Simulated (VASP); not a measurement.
# HfN (F-43m) in VASP: notebook

The runs below take HfN through single point, with LDA+U.

All numbers are computed with VASP 6.6.1; they aren't measurements. Logs are shortened: lines on timing, memory, paths and dates and some standing lists are left out, and cuts for length are marked.

### Step 1. The cell of the first run

It takes space group F-43m (No. 216, cubic). The conventional cell has a = 4.850 Å, b = 4.850 Å, c = 4.850 Å, α = 90.00°, β = 90.00°, γ = 90.00°. Within 2.8 Å of Hf (site symmetry -43m) lie 4 N at 2.10 Å. Within 2.8 Å of N (site symmetry -43m) lie 4 Hf at 2.10 Å.

### Step 2. Single point, LDA+U

File INCAR:

```
SYSTEM = HfN
ALGO = Normal
EDIFF = 1E-6
ENCUT = 520
GGA = CA
ISIF = 2
ISMEAR = -1
LASPH = .True.
LCHARG = .False.
LDAU = .True.
LDAUJ = 0 0
LDAUL = 2 -1
LDAUPRINT = 1
LDAUTYPE = 2
LDAUU = 2 0
LMAXMIX = 4
LREAL = .False.
LWAVE = .False.
NBANDS = 14
NELM = 150
PREC = Accurate
SIGMA = 0.05
```

File KPOINTS:

```
k-points
0
Gamma
  9 9 9
  0 0 0
```

File POSCAR:

```
HfN
1.0
    0.0000000000      2.4250978571      2.4250978571
    2.4250978571      0.0000000000      2.4250978571
    2.4250978571      2.4250978571      0.0000000000
Hf N
1 1
Direct
    0.0000000000      0.0000000000      0.0000000000
    0.2500000000      0.2500000000      0.2500000000
```

Potentials or basis: VASP PAW LDA potentials, release 64 (Hf_pv, N).

Launch:

```console
$ cat potpaw_LDA.64/Hf_pv/POTCAR potpaw_LDA.64/N/POTCAR > POTCAR
$ mpirun -np 1 vasp_std > vasp.out
```

OUTCAR:

```text
SYSTEM = HfN
   EDIFF = 1E-6
   ENCUT = 520
   GGA = CA
   ISIF = 2
   ISMEAR = -1
   LASPH = .True.
   LREAL = .False.
   NELM = 150
   PREC = Accurate

 ion  position               nearest neighbor table
   1  0.000  0.000  0.000-   2 2.10   2 2.10   2 2.10   2 2.10
   2  0.250  0.250  0.250-   1 2.10   1 2.10   1 2.10   1 2.10

  LATTYP: Found a face centered cubic cell.
 ALAT       =     4.8501957142

  Lattice vectors:

 A1 = (   0.0000000000,   2.4250978571,   2.4250978571)
 A2 = (   2.4250978571,   0.0000000000,   2.4250978571)
 A3 = (   2.4250978571,   2.4250978571,   0.0000000000)

Analysis of symmetry for initial positions (statically):
=====================================================================
 Subroutine PRICEL returns:
 Original cell was already a primitive cell.

 Routine SETGRP: Setting up the symmetry group for a
 face centered cubic supercell.

 Subroutine GETGRP returns: Found 24 space group operations
 (whereof 24 operations were pure point group operations)
 out of a pool of 48 trial point group operations.

The static configuration has the point symmetry T_d .

Analysis of symmetry for dynamics (positions and initial velocities):
=====================================================================
 Subroutine PRICEL returns:
 Original cell was already a primitive cell.

 Routine SETGRP: Setting up the symmetry group for a
 face centered cubic supercell.

 Subroutine GETGRP returns: Found 24 space group operations
 (whereof 24 operations were pure point group operations)
 out of a pool of 48 trial point group operations.

The dynamic configuration has the point symmetry T_d .

 Subroutine INISYM returns: Found 24 space group operations
 (whereof 24 operations are pure point group operations),
 and found     1 'primitive' translations

----------------------------------------------------------------------------------------

                                     Primitive cell

  volume of cell :      28.5245

  direct lattice vectors                    reciprocal lattice vectors
[... 147 lines left out ...]
 -0.0000  0.0000  0.0000 -0.0000  0.0904

 occupancies and eigenvectors

  o =  0.0904  v =  0.0000 -0.0000  0.1117 -0.0000 -0.9937  0.0000  0.0000  0.0000  0.0000  0.0000      0.0000  0.0000  0.0000  0.0000  0.0000  0.0000  0.0000  0.0000  0.0000  0.0000
  o =  0.0904  v =  0.0000  0.0000  0.0000  0.0000  0.0000  0.0000 -0.0000  0.1117 -0.0000 -0.9937      0.0000  0.0000  0.0000  0.0000  0.0000  0.0000  0.0000  0.0000  0.0000  0.0000
  o =  0.0904  v =  0.0000  0.0000  0.0000  0.0000  0.0000  0.0000  0.0000  0.9937  0.0000  0.1117      0.0000  0.0000  0.0000  0.0000  0.0000  0.0000  0.0000  0.0000  0.0000  0.0000
  o =  0.0904  v =  0.0000  0.0000  0.9937  0.0000  0.1117  0.0000  0.0000  0.0000  0.0000  0.0000      0.0000  0.0000  0.0000  0.0000  0.0000  0.0000  0.0000  0.0000  0.0000  0.0000
  o =  0.2261  v =  0.0000  0.0000  0.0000  0.0000  0.0000  0.0000  0.9999 -0.0000  0.0168 -0.0000      0.0000  0.0000  0.0000  0.0000  0.0000  0.0000  0.0000  0.0000  0.0000  0.0000
  o =  0.2261  v =  0.0000  0.9999 -0.0000  0.0168 -0.0000  0.0000  0.0000  0.0000  0.0000  0.0000      0.0000  0.0000  0.0000  0.0000  0.0000  0.0000  0.0000  0.0000  0.0000  0.0000
  o =  0.2261  v =  1.0000  0.0000  0.0000  0.0000  0.0000  0.0000  0.0000  0.0000  0.0000  0.0000      0.0000  0.0000  0.0000  0.0000  0.0000  0.0000  0.0000  0.0000  0.0000  0.0000
  o =  0.2261  v =  0.0000  0.0000  0.0000  0.0000  0.0000  1.0000  0.0000  0.0000  0.0000  0.0000      0.0000  0.0000  0.0000  0.0000  0.0000  0.0000  0.0000  0.0000  0.0000  0.0000
  o =  0.2261  v =  0.0000 -0.0168  0.0000  0.9999  0.0000  0.0000  0.0000  0.0000  0.0000  0.0000      0.0000  0.0000  0.0000  0.0000  0.0000  0.0000  0.0000  0.0000  0.0000  0.0000
  o =  0.2261  v =  0.0000  0.0000  0.0000  0.0000  0.0000  0.0000 -0.0168  0.0000  0.9999  0.0000      0.0000  0.0000  0.0000  0.0000  0.0000  0.0000  0.0000  0.0000  0.0000  0.0000

 number of electron      15.0000001 magnetization

 Free energy of the ion-electron system (eV)
  ---------------------------------------------------
  ext. energy  EPLUGINS =         0.00000000
  ---------------------------------------------------
  free energy    TOTEN  =       -21.65675564 eV

  energy without entropy =      -21.65100210  energy(sigma->0) =      -21.65387887

 E-fermi :   6.0803     XC(G=0): -11.6887

 val. band max:        6.0575885924   @ k =  -0.2222   0.3333   0.1111
 cond. band min:       6.2148707669   @ k =   0.1111   0.1111   0.0000
 fundamental gap:      0.1572821745
 Fermi energy:         6.0803160344

 k-point     1 :       0.0000    0.0000    0.0000
  band No.  band energies     occupation
      1     -25.1259      2.00000
      2     -25.1259      2.00000
      3     -25.1259      2.00000
      4     -10.1376      2.00000
      5       0.4872      2.00000
      6       0.4872      2.00000
      7       0.4872      2.00000
      8       5.3613      2.00000
      9       8.6476      0.00000
     10       8.6476      0.00000
     11      12.8651      0.00000
     12      12.8651      0.00000
     13      12.8651      0.00000
     14      17.1783      0.00000
[... 377 lines left out ...]
      1     -25.6485      2.00000
      2     -25.3052      2.00000
      3     -25.3052      2.00000
      4      -8.5055      2.00000
      5      -1.0535      2.00000
      6       2.3200      2.00000
      7       2.3200      2.00000
      8       4.9002      2.00000
      9       8.5736      0.00000
     10      10.5155      0.00000
     11      11.1280      0.00000
     12      11.1280      0.00000
     13      15.3279      0.00000
     14      17.1787      0.00000

 [... further k-points ...]
[... 5 lines left out ...]
  --------------------------------------------------------------------------------------
  -------------------------------------------------------------------------------------
  Total        0.5829162      0.5829162      0.5829162      0.0000000      0.0000000      0.0000000
  in kB       32.7415262     32.7415262     32.7415262      0.0000000      0.0000000      0.0000000
  external PRESSURE =      32.7415262 kB  Pullay stress =       0.0000000 kB

 VOLUME and BASIS-vectors are now :
 -----------------------------------------------------------------------------
  energy-cutoff  :      520.00
  volume of cell :       28.52
      direct lattice vectors                 reciprocal lattice vectors
     0.000000000  2.425097857  2.425097857    -0.206177247  0.206177247  0.206177247
     2.425097857  0.000000000  2.425097857     0.206177247 -0.206177247  0.206177247
     2.425097857  2.425097857  0.000000000     0.206177247  0.206177247 -0.206177247

 POSITION                                       TOTAL-FORCE (eV/Angst)
 -----------------------------------------------------------------------------------
      0.00000      0.00000      0.00000        -0.000000     -0.000000     -0.000000
      1.21255      1.21255      1.21255         0.000000      0.000000      0.000000
 -----------------------------------------------------------------------------------
    total drift:                               -0.000000     -0.000000     -0.000000

  FREE ENERGIE OF THE ION-ELECTRON SYSTEM (eV)
  ---------------------------------------------------
  free  energy   TOTEN  =       -21.6567556388 eV

  energy  without entropy=      -21.6510021039  energy(sigma->0) =      -21.65387887
```

stdout:

```text
POSCAR found type information on POSCAR HfN
 POSCAR found :  2 types and       2 ions
 scaLAPACK will be used
 LDA part: xc-table for (Slater(with rela. corr.)+CA(PZ))
 , standard interpolation
 POSCAR, INCAR and KPOINTS ok, starting setup
 FFT: planning ... GRIDC
 FFT: planning ... GRID_SOFT
 FFT: planning ... GRID
 WAVECAR not read
 entering main loop
```

It took 14 s on 1 thread of Intel Xeon 6975P-C, shared host; peak memory 0.15 GiB.

Results:

* Free energy: -21.6568 eV
* Pressure: 3.3 GPa

Levels at points of the mesh, in eV from the Fermi level:
```csv
k point,band 6,band 7,band 8,band 9,band 10,band 11
"(0.00, 0.00, 0.00)",-5.59,-5.59,-0.72,2.57,2.57,6.78
```

Eigenvalues of the final occupation matrices:
| site | spin | trace | eigenvalues |
| --- | --- | --- | --- |
| site 1 d | 1 | 0.86 | 0.09 0.09 0.23 0.23 0.23 |
| site 1 d | 2 | 0.86 | 0.09 0.09 0.23 0.23 0.23 |

Caveat: spin-orbit coupling is left out, which moves the levels of the heavy elements; U without spin polarisation on a metal has little footing.

### Step 3. Single point, LDA+U

This run uses another cell than the first one, of 14.37 Å³/atom, 1.008 times its volume.

File INCAR:

```
SYSTEM = HfN
PREC = Accurate
ENCUT = 520
EDIFF = 1E-6
ISMEAR = -1
SIGMA = 0.05
LREAL = .False.
LASPH = .True.
NELM = 150
ALGO = Normal
ISIF = 2
LWAVE = .False.
LCHARG = .False.
LMAXMIX = 4
LDAU = .True.
LDAUTYPE = 2
LDAUL = 2 -1
LDAUU = 3 0
LDAUJ = 0 0
LDAUPRINT = 1
GGA = CA
NBANDS = 14
```

File KPOINTS:

```
regular mesh
0
Gamma
  9 9 9
  0 0 0
```

File POSCAR:

```
HfN
1.0
    0.0000000000      2.4312314910      2.4312314910
    2.4312314910      0.0000000000      2.4312314910
    2.4312314910      2.4312314910      0.0000000000
Hf N
1 1
Direct
    0.0000000000      0.0000000000      0.0000000000
    0.2500000000      0.2500000000      0.2500000000
```

Potentials or basis: VASP PAW LDA potentials, release 64 (Hf_pv, N).

Launch:

```console
$ cat potpaw_LDA.64/Hf_pv/POTCAR potpaw_LDA.64/N/POTCAR > POTCAR
$ mpirun -np 1 vasp_std > vasp.out
```

It took 13 s on 1 thread of Intel Xeon 6975P-C, shared host; peak memory 0.15 GiB.

Results (log left out):

* Free energy: -20.9818 eV
* Pressure: 4.8 GPa

Levels at points of the mesh, in eV from the Fermi level:
| k point | band 4 | band 5 | band 6 | band 7 | band 8 | band 9 | band 10 | band 11 | band 12 | band 13 |
| --- | --- | --- | --- | --- | --- | --- | --- | --- | --- | --- |
| (0.00, 0.00, 0.00) | -16.24 | -5.54 | -5.54 | -5.54 | -0.83 | 2.74 | 2.74 | 6.74 | 6.74 | 6.74 |

Eigenvalues of the final occupation matrices:
```csv
site,spin,trace,eigenvalues
site 1 d,1,0.83,0.09 0.09 0.22 0.22 0.22
site 1 d,2,0.83,0.09 0.09 0.22 0.22 0.22
```

Caveat: spin-orbit coupling is left out, which moves the levels of the heavy elements; U without spin polarisation on a metal has little footing.

### Step 4. Single point, LDA+U

This run uses another cell than the first one, of 14.48 Å³/atom, 1.016 times its volume.

File INCAR:

```
ALGO     = Normal         # electronic algorithm
EDIFF    = 1E-6           # SCF threshold, eV
ENCUT    = 520            # plane-wave cutoff, eV
GGA      = CA             # functional
ISIF     = 2              # what is computed and relaxed
ISMEAR   = -1             # smearing method
LASPH    = T              # aspherical terms in the spheres
LCHARG   = F              # write CHGCAR
LDAU     = T              # DFT+U
LDAUJ    = 0 0          
LDAUL    = 2 -1           # shell
LDAUPRINT= 1            
LDAUTYPE = 2            
LDAUU    = 4 0            # U, eV
LMAXMIX  = 4              # l up to which the mixer works
LREAL    = F              # projectors in reciprocal space
LWAVE    = F              # write WAVECAR
NBANDS   = 14             # bands
NELM     = 150            # most SCF steps
PREC     = Accurate       # precision mode
SIGMA    = 0.05           # smearing width, eV
```

File KPOINTS:

```
k-points
0
Gamma
  9 9 9
```

File POSCAR:

```
HfN
1.0
    0.0000000000      2.4375990621      2.4375990621
    2.4375990621      0.0000000000      2.4375990621
    2.4375990621      2.4375990621      0.0000000000
Hf N
1 1
Direct
    0.0000000000      0.0000000000      0.0000000000
    0.2500000000      0.2500000000      0.2500000000
```

Launch:

```console
$ cat potpaw_LDA.64/Hf_pv/POTCAR potpaw_LDA.64/N/POTCAR > POTCAR
$ mpirun -np 1 vasp_std > vasp.out
```

Run time: 14 s. Hardware: 1 thread of Intel Xeon 6975P-C, shared host; peak memory 0.15 GiB.

It converged, with:

```
Free energy : -20.3272 eV
Pressure    : 6.3 GPa
```

Levels at points of the mesh, in eV from the Fermi level:
| k point | band 4 | band 5 | band 6 | band 7 | band 8 | band 9 | band 10 | band 11 | band 12 | band 13 |
| --- | --- | --- | --- | --- | --- | --- | --- | --- | --- | --- |
| (0.00, 0.00, 0.00) | -16.26 | -5.49 | -5.49 | -5.49 | -0.95 | 2.90 | 2.90 | 6.70 | 6.70 | 6.70 |

Eigenvalues of the final occupation matrices:
```tsv
site	spin	trace	eigenvalues
site 1 d	1	0.80	0.08 0.08 0.21 0.21 0.21
site 1 d	2	0.80	0.08 0.08 0.21 0.21 0.21
```

Caveat: spin-orbit coupling is left out, which moves the levels of the heavy elements; U without spin polarisation on a metal has little footing.

### Step 5. Single point, LDA+U

This run uses another cell than the first one, of 14.60 Å³/atom, 1.023 times its volume.

File INCAR:

```
SYSTEM = HfN
  PREC = Accurate
  ENCUT = 520
  EDIFF = 1E-7
  ISMEAR = -1
  SIGMA = 0.05
  LREAL = .False.
  LASPH = .True.
  NELM = 150
  ALGO = Normal
  ISIF = 2
  LWAVE = .False.
  LCHARG = .True.
  LMAXMIX = 4
  LDAU = .True.
  LDAUTYPE = 2
  LDAUL = 2 -1
  LDAUU = 5 0
  LDAUJ = 0 0
  LDAUPRINT = 1
  GGA = CA
  LELF = .True.
  LVHAR = .True.
  NBANDS = 14
```

File KPOINTS:

```
Automatic mesh
0
Gamma
  9 9 9
  0 0 0
```

File POSCAR:

```
HfN
1.0
    0.0000000000      2.4439106198      2.4439106198
    2.4439106198      0.0000000000      2.4439106198
    2.4439106198      2.4439106198      0.0000000000
Hf N
1 1
Direct
    0.0000000000      0.0000000000      0.0000000000
    0.2500000000      0.2500000000      0.2500000000
```

Launch:

```console
$ cat potpaw_LDA.64/Hf_pv/POTCAR potpaw_LDA.64/N/POTCAR > POTCAR
$ mpirun -np 1 vasp_std > vasp.out
```

Wall time 13 s (1 thread of Intel Xeon 6975P-C, shared host); peak memory 0.15 GiB.

The run converged. Its results:

```yaml
Free_energy: -19.6927 eV
Pressure: 7.7 GPa
```

Levels at points of the mesh, in eV from the Fermi level:
```csv
k point,band 6,band 7,band 8,band 9,band 10,band 11
"(0.00, 0.00, 0.00)",-5.46,-5.46,-1.08,3.06,3.06,6.64
```

Eigenvalues of the final occupation matrices:
```tsv
site	spin	trace	eigenvalues
site 1 d	1	0.78	0.08 0.08 0.21 0.21 0.21
site 1 d	2	0.78	0.08 0.08 0.21 0.21 0.21
```

Caveat: spin-orbit coupling is left out, which moves the levels of the heavy elements; U without spin polarisation on a metal has little footing.

### Step 6. Summary

```csv
U,cell,gap on the mesh (eV),pressure (GPa)
Hf d U = 2.0 eV,"a = 3.430 Å, angles 60.0°, 2 atoms",none,3.3
Hf d U = 3.0 eV,"a = 3.438 Å, angles 60.0°, 2 atoms",none,4.8
Hf d U = 4.0 eV,"a = 3.447 Å, angles 60.0°, 2 atoms",none,6.3
Hf d U = 5.0 eV,"a = 3.456 Å, angles 60.0°, 2 atoms",none,7.7
```

Alike in all rows: task single point; level LDA+U; potentials or basis VASP PAW LDA potentials, release 64 (Hf_pv, N); no spin polarisation; k mesh 9 × 9 × 9; cutoff (eV) 520; smearing fermi-dirac 0.05 eV.

Caveats: spin-orbit coupling is left out, which moves the levels of the heavy elements; U without spin polarisation on a metal has little footing.

Absolute energies hang on the potentials; compare differences alone.
